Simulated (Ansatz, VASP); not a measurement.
**La2O3 in VASP and in Ansatz**

File INCAR:

```
  PREC = Accurate
  ENCUT = 520
  EDIFF = 1E-6
  ISMEAR = -1
  SIGMA = 0.05
  LREAL = False
  LASPH = True
  NELM = 60
  ALGO = Normal
  ISIF = 2
  LWAVE = False
  LCHARG = False
  NBANDS = 28
```

The input KPOINTS:

```
Automatic mesh
0
Gamma
  5 5 8
```

Contents of POSCAR:

```
La2O3
1.0
    6.2841773941      0.0000000000      0.0000000000
   -3.1420886970      5.4422572652      0.0000000000
    0.0000000000      0.0000000000      3.2454307304
La O
2 3
Direct
    0.6666666667      0.3333333333      0.4981030000
    0.3333333333      0.6666666667      0.5018970000
    0.5046070000      0.0000000000      0.0000000000
    0.0000000000      0.5046070000      0.0000000000
    0.4953930000      0.4953930000      0.0000000000
```

The input input.yaml:

```yaml
crystal:
  lattice:
    - [6.2841773941, 0.0, 0.0]
    - [-3.142088697, 5.4422572652, 0.0]
    - [0.0, 0.0, 3.2454307304]
  atoms:
    - { symbol: La, position: [0.6666666667, 0.3333333333, 0.498103] }
    - { symbol: La, position: [0.3333333333, 0.6666666667, 0.501897] }
    - { symbol: O, position: [0.504607, 0.0, 0.0] }
    - { symbol: O, position: [0.0, 0.504607, 0.0] }
    - { symbol: O, position: [0.495393, 0.495393, 0.0] }
kpoints:
  mp_grid: { grid: [5, 5, 8] }
scf:
  occupations: { method: fermi_dirac, width: 0.05 }
hamiltonian:
  xc: lda
  pseudopotentials: { kind: all_electron, lapw: { basis_error: 0.002 } }
output:
  forces: true
  stress: true
  eigenvalues: true
```

Change from the starting cell: volume scaled by 0.96.

Alike in both runs: task single point; functional LDA; k mesh 5 × 5 × 8; occupations fermi-dirac, width 0.05 eV; no spin polarisation.

|  | VASP | Ansatz |
| --- | --- | --- |
| version | VASP 6.6.1 | Ansatz 0.2.0 |
| potentials or method | VASP PAW LDA potentials, release 64 (La, O), cutoff 520 eV | all-electron LAPW, scalar-relativistic |

VASP gave:

| Quantity | Value |
| --- | --- |
| gap on the k mesh at the Fermi level (eV) | 1.28 |
| least direct gap on the mesh (eV) | 1.85 |
| pressure (GPa) | -1.5 |
| traceless stress, the component that is largest in VASP (GPa) | -0.41 |
| rms of the force components (eV/Å) | 0.019 |

**Question.** Which values does Ansatz return?

**Answer.** gap on the k mesh at the Fermi level (eV): 1.28; least direct gap on the mesh (eV): 1.86; pressure (GPa): -1.4; traceless stress, the component that is largest in VASP (GPa): -0.43; rms of the force components (eV/Å): 0.019.

LDA's correlation is that of Perdew and Zunger in VASP and of Perdew and Wang (1992) in Ansatz. Atom by atom the forces differ by 0.000 eV/Å (rms over components). Ansatz ran all-electron here, and VASP with PAW potentials.

Spin-orbit coupling is off throughout.
